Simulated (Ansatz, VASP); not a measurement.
Sc2B3 in VASP and in Ansatz

```
Sc B
1.0
     3.84630    0.00000    0.00000
    -1.92315    3.33099    0.00000
     0.00000    0.00000    4.38413
Sc B
2 3
Direct
  0.33333 0.66667 0.14871
  0.00000 0.00000 0.46535
  0.84909 0.15091 0.95695
  0.84909 0.69819 0.95695
  0.30181 0.15091 0.95695
```

Alike in both runs: task single point; functional PBE; k mesh 6 × 6 × 4; occupations gaussian, width 0.1 eV; no spin polarisation.

|  | VASP | Ansatz |
| --- | --- | --- |
| version | VASP 6.6.1 | Ansatz 0.2.0 |
| potentials or method | VASP PAW PBE potentials, release 64 (Sc_sv, B), cutoff 520 eV | scalar-relativistic, plane waves, PAW |
| valence electrons in the cell | 31 | 31 |

|  | VASP | Ansatz | Ansatz less VASP |
| --- | --- | --- | --- |
| gap on the k mesh at the Fermi level (eV) | none | none | - |
| rms of the force components (eV/Å) | 1.120 | 1.101 | -0.0191 |

Atom by atom the forces differ by 0.019 eV/Å (rms over components). A gap of «none» marks a metal or a gap that the smearing closes. The functional is the same, so the differences come from potentials, cutoffs and numerics.
